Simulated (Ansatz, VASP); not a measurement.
# Two plane-wave programs on CsH

File INCAR:

```
SYSTEM = CsH
ALGO = Normal
EDIFF = 1E-6
ENCUT = 520
ISIF = 2
ISMEAR = 0
LASPH = .True.
LCHARG = .False.
LREAL = .False.
LWAVE = .False.
NBANDS = 18
NELM = 60
PREC = Accurate
SIGMA = 0.02
```

File KPOINTS:

```
k-points
0
Gamma
  6 6 6
  0 0 0
```

Contents of POSCAR:

```
CsH
1.0
    3.0511182310      3.0511182310      0.0000000000
   -3.0511182310      3.0511182310      0.0000000000
    0.0000000000      0.0000000000      6.1022364620
Cs H
2 2
Direct
    0.0000000000      0.0000000000      0.0000000000
    0.5000000000      0.5000000000      0.5000000000
    0.5000000000      0.5000000000      0.0000000000
    0.0000000000      0.0000000000      0.5000000000
```

Input for Ansatz:

```yaml
crystal:
  lattice:
    - [3.0511182201, 3.0511182201, 0.0]
    - [-3.0511182201, 3.0511182201, 0.0]
    - [0.0, 0.0, 6.1022364402]
  atoms:
    - { symbol: Cs, position: [0.0, 0.0, 0.0] }
    - { symbol: Cs, position: [0.5, 0.5, 0.5] }
    - { symbol: H, position: [0.5, 0.5, 0.0] }
    - { symbol: H, position: [0.0, 0.0, 0.5] }
basis:
  ecutwfc: 420
kpoints:
  mp_grid: { grid: [6, 6, 6] }
hamiltonian:
  xc: lda
scf:
  occupations: { method: gaussian, width: 0.02 }
output:
  forces: true
  stress: true
  eigenvalues: true
```

Alike in both runs: task single point; functional LDA; k mesh 6 × 6 × 6; occupations gaussian, width 0.02 eV; no spin polarisation.

```csv
,VASP,Ansatz
version,VASP 6.6.1,Ansatz 0.2.0
potentials or method,"VASP PAW LDA potentials, release 64 (Cs_sv, H), cutoff 520 eV","scalar-relativistic, plane waves, PAW"
valence electrons in the cell,20,20
```

|  | VASP | Ansatz | Ansatz less VASP |
| --- | --- | --- | --- |
| gap on the k mesh at the Fermi level (eV) | 1.73 | 1.75 | +0.027 |
| least direct gap on the mesh (eV) | 1.73 | 1.75 | +0.027 |
| pressure (GPa) | 0.0 | 0.0 | -0.05 |

LDA's correlation is that of Perdew and Zunger in VASP and of Perdew and Wang (1992) in Ansatz.

Spin-orbit coupling is off throughout.
